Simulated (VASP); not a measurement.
ZnS, 12 atoms in the cell. The structure is hexagonal, space group P6_3mc (No. 186). The conventional cell has a = 3.781 Å, b = 3.781 Å, c = 18.568 Å, α = 90.00°, β = 90.00°, γ = 120.00°. Within 3.1 Å of Zn (site symmetry 3m) lie 4 S at 2.32 Å. Zn (site symmetry 3m) has 4 S at 2.32 Å within 3.1 Å. Within 3.1 Å of Zn (site symmetry 3m) lie 4 S at 2.32 Å. Within 3.1 Å of S (site symmetry 3m) lie 4 Zn at 2.32 Å. S (site symmetry 3m) has 4 Zn at 2.32 Å within 3.1 Å. Within 3.1 Å of S (site symmetry 3m) lie 4 Zn at 2.32 Å. 

| Item | Value |
| --- | --- |
| Program | VASP 6.6.1 |
| Task | single point |
| Functional | revPBE |
| Dispersion | D3(BJ) |
| Potentials or basis | VASP PAW PBE potentials, release 64 (Zn, S) |
| Cutoff | 520 eV |
| k mesh | 8 × 8 × 2 |
| Occupations | fermi-dirac, width 0.05 eV |
| Spin | no spin polarisation |
| Dipole correction | no |
| Further INCAR settings | ALGO = Normal; EDIFF = 1e-07; NBANDS = 66 |

Potentials or basis: VASP PAW PBE potentials, release 64 (Zn, S).

The run is started by

```console
$ cat potpaw_PBE.64/Zn/POTCAR potpaw_PBE.64/S/POTCAR > POTCAR
$ mpirun -np 1 vasp_std > vasp.out
```

Hardware: 1 thread of Intel(R) Xeon(R) Platinum 8375C CPU @ 2.90GHz (Ice Lake), on a shared host.

How long does it take, and how much memory?

Run time: 14 min on 1 thread of Intel(R) Xeon(R) Platinum 8375C CPU @ 2.90GHz (Ice Lake), on a shared host, peak memory 0.46 GiB. Counts: scf iterations 30, k points 20.
